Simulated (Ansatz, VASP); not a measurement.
# One calculation of Cu, two programs

```
Cu
1.0
     2.52881    0.00000    0.00000
    -1.26441    2.19002    0.00000
     0.00000    0.00000   24.25910
Cu
5
Direct
  0.83333 0.16667 0.32977
  0.16667 0.83333 0.41489
  0.50000 0.50000 0.50000
  0.83333 0.16667 0.58511
  0.16667 0.83333 0.67023
```

Alike in both runs: task single point; functional r2SCAN; k mesh 16 × 16 × 1; occupations fermi-dirac, width 0.1 eV; no spin polarisation.

```csv
,VASP,Ansatz
version,VASP 6.6.1,Ansatz 0.2.0
potentials or method,"VASP PAW PBE potentials, release 64 (Cu)","PAW with Ansatz's default frozen-core files, scalar-relativistic"
plane-wave cutoff (eV),520,500
valence electrons in the cell,55,95
```

```tsv
	VASP	Ansatz	Ansatz less VASP
rms of the force components (eV/Å)	0.031	0.033	+0.0024
```

VASP's potentials were made for PBE, not for r2SCAN. Atom by atom the forces differ by 0.004 eV/Å (rms over components). VASP's potentials hold 55 valence electrons a cell and Ansatz's 95, so a difference there can come from the potentials and not from the codes.
